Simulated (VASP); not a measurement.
Input of a VASP 6.6.1 run:

The input INCAR:

```
SYSTEM = Sn
PREC = Accurate
ENCUT = 520
EDIFF = 1E-7
ISMEAR = -1
SIGMA = 0.1
LREAL = .FALSE.
LASPH = .TRUE.
NELM = 60
ALGO = Normal
ISIF = 2
LWAVE = .FALSE.
LCHARG = .TRUE.
GGA = RP
LELF = .TRUE.
LVHAR = .TRUE.
NBANDS = 13
```

File KPOINTS:

```
Automatic mesh
0
G
  11 11 11
  0 0 0
```

POSCAR

```
Sn
1.0
    3.1144414635      0.0000000000      0.0000000000
    0.0000000000      3.1144414635      0.0000000000
    0.0000000000      0.0000000000      3.1144414635
Sn
1
Direct
    0.0000000000      0.0000000000      0.0000000000
```

Potentials or basis: VASP PAW PBE potentials, release 64 (Sn_d).

Run with:

```sh
$ cat potpaw_PBE.64/Sn_d/POTCAR > POTCAR
$ mpirun -np 1 vasp_std > vasp.out
```

Task: Estimate the band gap on the k mesh.

Result: Zero (band 7 reaches 11.94 eV, above the bottom of band 8 at 4.99 eV).

Task: Predict the pressure.

Result: 0.3 GPa.

Caveat: the PAW data sets were made with another functional, which shifts forces and pressure a little; spin-orbit coupling is left out, which moves the levels of the heavy elements.
